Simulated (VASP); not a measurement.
# Al3Si2N3 (P3m1) in VASP: a series of runs

Al3Si2N3 is run at these levels: PBE; tasks: single point.

Everything below comes from runs of VASP 6.6.1. Logs are shortened: lines on timing, memory, paths and dates and some standing lists are left out, and cuts for length are marked.

## (1) The cell of the first run

It takes space group P3m1 (No. 156, trigonal). Conventional cell: a = 3.151 Å, b = 3.151 Å, c = 11.028 Å, α = 90.00°, β = 90.00°, γ = 120.00°. Within 2.5 Å of Al (site symmetry 3m) lie 4 N at 1.87 to 1.90 Å. Al (site symmetry 3m) has 3 N at 1.91 Å and 1 Si at 2.43 Å within 2.5 Å. Within 2.5 Å of Al (site symmetry 3m) lie 4 N at 1.87 to 1.91 Å. Si (site symmetry 3m) has 3 Si at 2.23 Å and 1 Al at 2.43 Å within 3.0 Å. Si (site symmetry 3m) has 1 N at 1.81 Å and 3 Si at 2.23 Å within 2.4 Å. Within 2.4 Å of N (site symmetry 3m) lie 1 Si at 1.81 Å and 3 Al at 1.90 Å. N (site symmetry 3m) has 4 Al at 1.87 to 1.91 Å within 2.5 Å. Within 2.5 Å of N (site symmetry 3m) lie 4 Al at 1.87 to 1.91 Å.

## (2) Single point, PBE (11.85 Å³/atom)

The input, INCAR:

```
SYSTEM = Al3Si2N3
ALGO = Normal ; EDIFF = 1E-7
ENCUT = 520 ; GGA = PE
ISIF = 2 ; ISMEAR = 0
LASPH = .True. ; LCHARG = .True.
LELF = .True. ; LREAL = .False.
LVHAR = .True. ; LWAVE = .False.
NBANDS = 26 ; NELM = 100
PREC = Accurate ; SIGMA = 0.1
```

The input, KPOINTS:

```
k-points
0
Gamma
  12 12 4
  0 0 0
```

The input, POSCAR:

```
Al3Si2N3
1.0
    3.1512743933      0.0000000000      0.0000000000
   -1.5756371966      2.7290836789      0.0000000000
    0.0000000000      0.0000000000     11.0276529987
Al Si N
3 2 3
Direct
    0.3333333333      0.6666666667      0.5145083278
    0.3333333333      0.6666666667      0.9614515508
    0.6666666667      0.3333333333      0.7378133394
    0.3333333333      0.6666666667      0.1816897043
    0.6666666667      0.3333333333      0.2992932684
    0.6666666667      0.3333333333      0.4638449003
    0.6666666667      0.3333333333      0.9074547739
    0.3333333333      0.6666666667      0.6839441353
```

Potentials or basis: VASP PAW PBE potentials, release 64 (Al, Si, N).

Started as:

```console
cat potpaw_PBE.64/Al/POTCAR potpaw_PBE.64/Si/POTCAR potpaw_PBE.64/N/POTCAR > POTCAR
mpirun -np 1 vasp_std > vasp.out
```

OUTCAR:

```text
SYSTEM = Al3Si2N3
   EDIFF = 1E-7
   ENCUT = 520
   GGA = PE
   ISIF = 2
   ISMEAR = 0
   LASPH = .True.
   LREAL = .False.
   NELM = 100
   PREC = Accurate

 ion  position               nearest neighbor table
   1  0.333  0.667  0.515-   8 1.87   6 1.90   6 1.90   6 1.90   5 2.99   5 2.99   5 2.99   3 3.06
                             3 3.06   3 3.06
   2  0.333  0.667  0.961-   7 1.91   7 1.91   7 1.91   4 2.43   3 3.06   3 3.06   3 3.06
   3  0.667  0.333  0.738-   7 1.87   8 1.91   8 1.91   8 1.91   1 3.06   1 3.06   1 3.06   2 3.06
                             2 3.06   2 3.06
   4  0.333  0.667  0.182-   5 2.23   5 2.23   5 2.23   2 2.43
   5  0.667  0.333  0.299-   6 1.81   4 2.23   4 2.23   4 2.23   1 2.99   1 2.99   1 2.99
   6  0.667  0.333  0.464-   5 1.81   1 1.90   1 1.90   1 1.90
   7  0.667  0.333  0.907-   3 1.87   2 1.91   2 1.91   2 1.91
   8  0.333  0.667  0.684-   1 1.87   3 1.91   3 1.91   3 1.91

  LATTYP: Found a hexagonal cell.
 ALAT       =     3.1512743933
 C/A-ratio  =     3.4994264613

  Lattice vectors:

 A1 = (   3.1512743933,   0.0000000000,   0.0000000000)
 A2 = (  -1.5756371966,   2.7290836789,   0.0000000000)
 A3 = (   0.0000000000,   0.0000000000,  11.0276529987)

Analysis of symmetry for initial positions (statically):
=====================================================================
 Subroutine PRICEL returns:
 Original cell was already a primitive cell.

 Routine SETGRP: Setting up the symmetry group for a
 hexagonal supercell.

 Subroutine GETGRP returns: Found  6 space group operations
 (whereof  6 operations were pure point group operations)
 out of a pool of 24 trial point group operations.

The static configuration has the point symmetry C_3v.

Analysis of symmetry for dynamics (positions and initial velocities):
=====================================================================
 Subroutine PRICEL returns:
 Original cell was already a primitive cell.

 Routine SETGRP: Setting up the symmetry group for a
 hexagonal supercell.

 Subroutine GETGRP returns: Found  6 space group operations
 (whereof  6 operations were pure point group operations)
 out of a pool of 24 trial point group operations.

The dynamic configuration has the point symmetry C_3v.

 Subroutine INISYM returns: Found  6 space group operations
 (whereof  6 operations are pure point group operations),
 and found     1 'primitive' translations

----------------------------------------------------------------------------------------

                                     Primitive cell

  volume of cell :      94.8388

  direct lattice vectors                    reciprocal lattice vectors
     3.151274393  0.000000000  0.000000000     0.317331935  0.183211678  0.000000000
    -1.575637197  2.729083679  0.000000000     0.000000000  0.366423356  0.000000000
     0.000000000  0.000000000 11.027652999     0.000000000  0.000000000  0.090681127

  length of vectors
     3.151274393  3.151274393 11.027652999     0.366423356  0.366423356  0.090681127

  position of ions in fractional coordinates (direct lattice)
     0.333333333  0.666666667  0.514508328
     0.333333333  0.666666667  0.961451551
     0.666666667  0.333333333  0.737813339
     0.333333333  0.666666667  0.181689704
     0.666666667  0.333333333  0.299293268
     0.666666667  0.333333333  0.463844900
     0.666666667  0.333333333  0.907454774
     0.333333333  0.666666667  0.683944135

  ion indices of the primitive-cell ions
   primitive index   ion index
                 1           1
                 2           2
                 3           3
                 4           4
                 5           5
                 6           6
                 7           7
                 8           8

----------------------------------------------------------------------------------------

 KPOINTS: k-points

Automatic generation of k-mesh.
 Grid dimensions read from file:
 generate k-points for:   12   12    4

 Generating k-lattice:

  Cartesian coordinates                     Fractional coordinates (reciprocal lattice)
     0.026444328  0.015267640  0.000000000     0.083333333  0.000000000  0.000000000
     0.000000000  0.030535280  0.000000000     0.000000000  0.083333333  0.000000000
     0.000000000  0.000000000  0.022670282     0.000000000  0.000000000  0.250000000

  Length of vectors
     0.030535280  0.030535280  0.022670282

  Shift w.r.t. Gamma in fractional coordinates (k-lattice)
     0.000000000  0.000000000  0.000000000

 Subroutine IBZKPT returns following result:
 ===========================================

 Found     69 irreducible k-points:

 Following reciprocal coordinates:
            Coordinates               Weight
  0.000000  0.000000  0.000000      1.000000
  0.083333 -0.000000  0.000000      6.000000
  0.166667  0.000000  0.000000      6.000000
  0.250000 -0.000000  0.000000      6.000000
  0.333333  0.000000  0.000000      6.000000
  0.416667  0.000000  0.000000      6.000000
[... 16 lines left out ...]
  0.166667  0.000000  0.250000      6.000000
  0.000000  0.166667  0.250000      6.000000
 [... further k-points ...]
   k-points           NKPTS =     69   k-points in BZ     NKDIM =     69   number of bands    NBANDS=     26
   number of dos      NEDOS =    301   number of ions     NIONS =      8
   total plane-waves  NPLWV =  48384
   dimension x,y,z NGX =    24 NGY =   24 NGZ =   84
   dimension x,y,z NGXF=    48 NGYF=   48 NGZF=  168
   ions per type =               3   2   3
   NGX,Y,Z   is equivalent  to a cutoff of  12.66, 12.66, 12.66 a.u.
   NGXF,Y,Z  is equivalent  to a cutoff of  25.32, 25.32, 25.33 a.u.
 SYSTEM =  Al3Si2N3
   PREC   = accura    normal or accurate (medium, high low for compatibility)
   ISTART =      0    job   : 0-new  1-cont  2-samecut
   ICHARG =      2    charge: 1-file 2-atom 10-const
   ISPIN  =      1    spin polarized calculation?
   LNONCOLLINEAR =      F non collinear calculations
   LSORBIT =      F    spin-orbit coupling
   LASPH  =      T    aspherical Exc in radial PAW
   ENCUT  =  520.0 eV  38.22 Ry    6.18 a.u.   5.86  5.86 20.50*2*pi/ulx,y,z
   NELM   =    100;   NELMIN=  2; NELMDL= -5     # of ELM steps
   EDIFF  = 0.1E-06   stopping-criterion for ELM
   LREAL  =      F    real-space projection
   EDIFFG = 0.1E-05   stopping-criterion for IOM
   NSW    =      0    number of steps for IOM
   IBRION =     -1    ionic relax: 0-MD 1-quasi-New 2-CG
   NFREE  =      0    steps in history (QN), initial steepest desc. (CG)
   ISIF   =      2    stress and relaxation
   ISYM   =      2    0-nonsym 1-usesym 2-fastsym
   POTIM  = 0.5000    time-step for ionic-motion
   TEBEG  =    0.0;   TEEND  =   0.0 temperature during run
   PSTRESS=    0.0 pullay stress
   NELECT =      32.0000    total number of electrons
   NUPDOWN=      -1.0000    fix difference up-down
   EMIN   =  10.00;   EMAX   =-10.00  energy-range for DOS
   EFERMI =   0.00;   METHOD = LEGACY
   ISMEAR =     0;   SIGMA  =   0.10  broadening in eV -4-tet -1-fermi 0-gaus
   EFERMI_NEDOS =   21; number of points for ismear=-14 and -15
   IALGO  =     38    algorithm
   IMIX   =      4    mixing-type and parameters
     AMIX     =   0.40;   BMIX     =  1.00
     AMIX_MAG =   1.60;   BMIX_MAG =  1.00
  volume/ion in A,a.u.               =      11.85        80.00
  Fermi-wavevector in a.u.,A,eV,Ry     =   1.139715  2.153748 17.673278  1.298949
  Thomas-Fermi vector in A             =   2.276418
   LORBIT       =      0    0 simple, 1 ext, 2 COOP (PROOUT), +10 PAW based schemes
   GGA     = PE    functional components
   LHFCALC =     F    Hartree Fock is set to
   AEXX    =    0.0000 exact exchange contribution
   IVDW    =     0    specifies the selected vdW correction
   LEPSILON=     F    determine dielectric tensor
   LRPA    =     F    only Hartree local field effects (RPA)
 non-spin polarized calculation
 Gauss-broadening in eV      SIGMA  =   0.10
  energy-cutoff  :      520.00
  volume of cell :       94.84
 maximum number of plane-waves:      2572
   NGX = 11   NGY = 11   NGZ = 41

 number of electron      32.0000000 magnetization

 Free energy of the ion-electron system (eV)
  ---------------------------------------------------
  ext. energy  EPLUGINS =         0.00000000
  ---------------------------------------------------
  free energy    TOTEN  =       -53.06752556 eV

  energy without entropy =      -53.06318233  energy(sigma->0) =      -53.06535395

 E-fermi :   9.4726     XC(G=0): -10.7751

 val. band max:        9.4569905795   @ k =   0.0000   0.0000   0.5000
 cond. band min:       9.4792739523   @ k =   0.0833  -0.0000   0.5000
 fundamental gap:      0.0222833728
 Fermi energy:         9.4725673345

 k-point     1 :       0.0000    0.0000    0.0000
  band No.  band energies     occupation
      1      -9.5414      2.00000
      2      -8.4623      2.00000
      3      -7.4404      2.00000
      4      -3.9081      2.00000
      5      -0.2859      2.00000
      6       2.1358      2.00000
[... 18 lines left out ...]
     25      16.5021      0.00000
     26      16.9095      0.00000

 k-point     2 :       0.0833   -0.0000    0.0000
  band No.  band energies     occupation
      1      -9.4645      2.00000
      2      -8.3882      2.00000
      3      -7.3797      2.00000
      4      -3.7867      2.00000
      5      -0.1856      2.00000
      6       2.1681      2.00000
[... 18 lines left out ...]
     25      16.3875      0.00000
     26      16.6198      0.00000

 k-point     3 :       0.1667    0.0000    0.0000
  band No.  band energies     occupation
      1      -9.2431      2.00000
      2      -8.1756      2.00000
      3      -7.2094      2.00000
      4      -3.4250      2.00000
      5       0.1047      2.00000
      6       2.1978      2.00000
[... 572 lines left out ...]
 k-point    23 :       0.1667    0.0000    0.2500
  band No.  band energies     occupation
      1      -9.2422      2.00000
      2      -8.1805      2.00000
      3      -7.2028      2.00000
      4      -3.4402      2.00000
      5       0.2572      2.00000
      6       1.5932      2.00000
[... 18 lines left out ...]
     25      15.7303      0.00000
     26      16.4213      0.00000

 k-point    24 :       0.0000    0.1667    0.2500
  band No.  band energies     occupation
      1      -9.2422      2.00000
      2      -8.1805      2.00000
      3      -7.2028      2.00000
      4      -3.4402      2.00000
      5       0.2553      2.00000
      6       1.6097      2.00000
[... 18 lines left out ...]
     25      15.7371      0.00000
     26      16.3541      0.00000

 [... further k-points ...]

------------------------ aborting loop because EDIFF is reached ----------------------------------------

  FORCE on cell =-STRESS in cart. coord.  units (eV):
  Direction    XX          YY          ZZ          XY          YZ          ZX
  --------------------------------------------------------------------------------------
  -------------------------------------------------------------------------------------
  Total        5.3285833      5.3285833      5.3667178      0.0000000      0.0000000     -0.0000000
  in kB       90.0194135     90.0194135     90.6636457      0.0000000      0.0000000     -0.0000000
  external PRESSURE =      90.2341576 kB  Pullay stress =       0.0000000 kB

 VOLUME and BASIS-vectors are now :
 -----------------------------------------------------------------------------
  energy-cutoff  :      520.00
  volume of cell :       94.84
      direct lattice vectors                 reciprocal lattice vectors
     3.151274393  0.000000000  0.000000000     0.317331935  0.183211678  0.000000000
    -1.575637197  2.729083679  0.000000000     0.000000000  0.366423356  0.000000000
     0.000000000  0.000000000 11.027652999     0.000000000  0.000000000  0.090681127

 POSITION                                       TOTAL-FORCE (eV/Angst)
 -----------------------------------------------------------------------------------
     -0.00000      1.81939      5.67382         0.000000      0.000000     -0.002799
     -0.00000      1.81939     10.60255         0.000000      0.000000     -0.005472
      1.57564      0.90969      8.13635         0.000000     -0.000000     -0.000530
     -0.00000      1.81939      2.00361        -0.000000     -0.000000      0.011076
      1.57564      0.90969      3.30050         0.000000     -0.000000     -0.009759
      1.57564      0.90969      5.11512        -0.000000      0.000000     -0.004396
      1.57564      0.90969     10.00710        -0.000000      0.000000      0.007620
     -0.00000      1.81939      7.54230        -0.000000     -0.000000      0.004262
 -----------------------------------------------------------------------------------
    total drift:                               -0.000000      0.000000     -0.001335

  FREE ENERGIE OF THE ION-ELECTRON SYSTEM (eV)
  ---------------------------------------------------
  free  energy   TOTEN  =       -53.0675255596 eV

  energy  without entropy=      -53.0631823338  energy(sigma->0) =      -53.06535395
```

Run time: 81 s. Hardware: 1 thread of Intel Xeon 6975P-C (Granite Rapids), shared host; peak memory 0.28 GiB.

Results:

```
Free energy            : -53.0675 eV
Pressure               : 9.0 GPa
Largest force          : 0.011 eV/Å
Band gap on the k mesh : zero (bands 16 and 17 overlap by 2.55 eV)
```

Forces on the atoms (eV/Å):
```
Al   0.000  0.000 -0.003
Al   0.000  0.000 -0.005
Al   0.000  0.000 -0.001
Si   0.000  0.000  0.011
Si   0.000  0.000 -0.010
N    0.000  0.000 -0.004
N    0.000  0.000  0.008
N    0.000  0.000  0.004
```

Caveat: the cell stands under pressure.

## (3) Single point, PBE

This run uses another cell than the first one, of 12.61 Å³/atom.

The input, INCAR:

```
SYSTEM = Al3Si2N3
PREC = Accurate ; ENCUT = 520
EDIFF = 1E-6 ; ISMEAR = 0
SIGMA = 0.1 ; LREAL = .False.
LASPH = .True. ; NELM = 100
ALGO = Normal ; ISIF = 2
LWAVE = .False. ; LCHARG = .False.
GGA = PE ; NBANDS = 26
```

The input, KPOINTS:

```
Automatic mesh
0
Gamma
  12 12 4
  0 0 0
```

The input, POSCAR:

```
Al3Si2N3
1.0
    3.2365580406      0.0000000000      0.0000000000
   -1.6182790203      2.8029414840      0.0000000000
    0.0000000000      0.0000000000     11.1214363376
Al Si N
3 2 3
Direct
    0.3333333333      0.6666666667      0.5132495837
    0.3333333333      0.6666666667      0.9610214288
    0.6666666667      0.3333333333      0.7371226966
    0.3333333333      0.6666666667      0.1856581445
    0.6666666667      0.3333333333      0.2977139576
    0.6666666667      0.3333333333      0.4632301552
    0.6666666667      0.3333333333      0.9080653983
    0.3333333333      0.6666666667      0.6839386354
```

Potentials or basis: VASP PAW PBE potentials, release 64 (Al, Si, N).

Started as:

```console
cat potpaw_PBE.64/Al/POTCAR potpaw_PBE.64/Si/POTCAR potpaw_PBE.64/N/POTCAR > POTCAR
mpirun -np 1 vasp_std > vasp.out
```

Run time: 81 s. Hardware: 1 thread of Intel Xeon 6975P-C (Granite Rapids), shared host; peak memory 0.29 GiB.

It converged, with:

- Free energy: -53.2288 eV
- Pressure: -0.2 GPa
- Largest force: 0.013 eV/Å
- Band gap on the k mesh: zero (bands 16 and 17 overlap by 1.85 eV)

Forces on the atoms (eV/Å):
```
Al   0.000  0.000 -0.002
Al   0.000  0.000 -0.002
Al   0.000  0.000  0.001
Si   0.000  0.000  0.013
Si   0.000  0.000 -0.009
N    0.000  0.000 -0.006
N    0.000  0.000  0.003
N    0.000  0.000  0.001
```

Levels at points of the mesh, in eV from the Fermi level:
```tsv
k point	band 13	band 14	band 15	band 16	band 17	band 18	band 19	band 20
(0.00, 0.00, 0.00)	-3.79	-3.45	-0.86	1.50	1.50	1.59	2.05	2.99
(0.50, 0.00, 0.00)	-4.97	-4.43	-3.46	-1.10	-0.26	0.82	1.48	2.06
(0.00, 0.00, 0.50)	-3.79	-3.79	-0.14	0.93	1.50	1.50	2.00	3.38
(0.50, 0.00, 0.50)	-4.89	-4.43	-3.40	-1.10	-0.35	0.61	1.68	1.96
```
